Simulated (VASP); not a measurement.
Set up this calculation in VASP 6.6.1, as the native input.

- Task: single point
- Functional: PBE
- Potentials or basis: VASP PAW PBE potentials, release 64 (Ti_sv, Al)
- Cutoff: 520 eV
- k mesh: 1 × 1 × 1, shifted
- Occupations: fermi-dirac, width 0.2172 eV
- Spin: no spin polarisation
- Dipole correction: no
- Further INCAR settings: LREAL = Auto; ALGO = Normal; EDIFF = 1e-07; NBANDS = 118; ISYM = 0

The structure of Ti4Al lies in POSCAR:

```
Ti4Al
1.0
    7.4031320000      0.0101080000     -0.1346870000
    0.0101080000      7.0902150000     -0.0499130000
   -0.1346870000     -0.0499130000      7.0297780000
Ti Al
16 4
Direct
    0.7697672573     -0.0423390721      0.2803214230
    0.4521435995      0.9037545116      0.5527029394
    0.4182863994      0.2283617999      0.8040249582
    1.0366803773      0.3354938247      0.3797830989
    0.7889633630      0.3080109743      0.1454505192
    0.2818871851      0.4268142625      0.0469256810
    0.3714078388      0.3959958612      0.4273833610
    0.9351708057      0.6757855831      0.0187082488
    0.7127000896      0.2984050656      0.5467722777
    0.8074038459      1.0086576357      0.9107394189
    0.8125794051      0.6808410025      0.5607485328
    0.4596408391      0.0965823572      0.2113422872
    0.3870010694      0.8132540539      0.9686634432
    1.1464992765      1.0457482116      0.6052024656
    0.6104301409      0.5246912742      0.7998952342
    0.1914403320      0.6420554374      0.7505694258
    0.9279120895      0.3819102320      0.7816198436
    0.2043109492      0.7612424113      0.3109918864
    0.5605530544      0.6378150391      0.2182563192
    1.1210172537      0.1073463549      0.0650527555
```

These files were run (other wordings do the same):

INCAR

```
SYSTEM = Ti4Al
ALGO     = Normal         ! electronic algorithm
EDIFF    = 1E-7           ! SCF threshold, eV
ENCUT    = 520            ! plane-wave cutoff, eV
GGA      = PE             ! functional
ISIF     = 2              ! what is computed and relaxed
ISMEAR   = -1             ! smearing method
ISYM     = 0            
LASPH    = .TRUE.         ! aspherical terms in the spheres
LCHARG   = .FALSE.        ! write CHGCAR
LREAL    = Auto         
LWAVE    = .FALSE.        ! write WAVECAR
NBANDS   = 118            ! bands
NELM     = 100            ! most SCF steps
PREC     = Accurate       ! precision mode
SIGMA    = 0.2172         ! smearing width, eV
```

KPOINTS

```
Automatic mesh
0
Gamma
  1 1 1
  0.25 0.25 0.25
```

Potentials or basis: VASP PAW PBE potentials, release 64 (Ti_sv, Al).

Command:

```sh
$ cat potpaw_PBE.64/Ti_sv/POTCAR potpaw_PBE.64/Al/POTCAR > POTCAR
$ mpirun -np 1 vasp_std > vasp.out
```

It gave:

```json
{"Pressure": "-0.5 GPa", "Largest force": "4.035 eV/Å", "Band gap on the k mesh": "0.07 eV"}
```

Caveat: the k points lie up to 0.89 Å⁻¹ apart.

It took 2.1 min on 1 thread of Intel(R) Xeon(R) 6975P-C (Granite Rapids), on a shared host, peak memory 0.39 GiB.
